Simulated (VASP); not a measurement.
Input of a VASP 6.6.1 run:

Contents of INCAR:

```
PREC = Accurate
ENCUT = 520
EDIFF = 1E-6
ISMEAR = 0
SIGMA = 0.05
LREAL = False
LASPH = True
NELM = 80
ALGO = Normal
ISIF = 2
LWAVE = False
LCHARG = False
GGA = PS
NBANDS = 15
```

File KPOINTS:

```
regular mesh
0
Gamma
  12 12 10
```

The input POSCAR:

```
HfB2
1.0
    3.1463486315      0.0000000000      0.0000000000
   -1.5731743157      2.7248178440      0.0000000000
    0.0000000000      0.0000000000      3.4737402441
Hf B
1 2
Direct
    0.0000000000      0.0000000000      0.0000000000
    0.3333333333      0.6666666667      0.5000000000
    0.6666666667      0.3333333333      0.5000000000
```

Potentials or basis: VASP PAW PBE potentials, release 64 (Hf_pv, B).

Launch:

```console
$ cat potpaw_PBE.64/Hf_pv/POTCAR potpaw_PBE.64/B/POTCAR > POTCAR
$ mpirun -np 1 vasp_std > vasp.out
```

What does it give for the band gap on the k mesh?

Zero (band 8 reaches 8.29 eV, above the bottom of band 9 at 6.97 eV).

Predict the pressure.

-5.1 GPa.

Stress tensor (GPa, compression positive):
```
-5.19  0.00  0.00
 0.00 -5.19  0.00
 0.00  0.00 -4.94
```

Caveat: the PAW data sets were made with another functional, which shifts forces and pressure a little; spin-orbit coupling is left out, which moves the levels of the heavy elements.
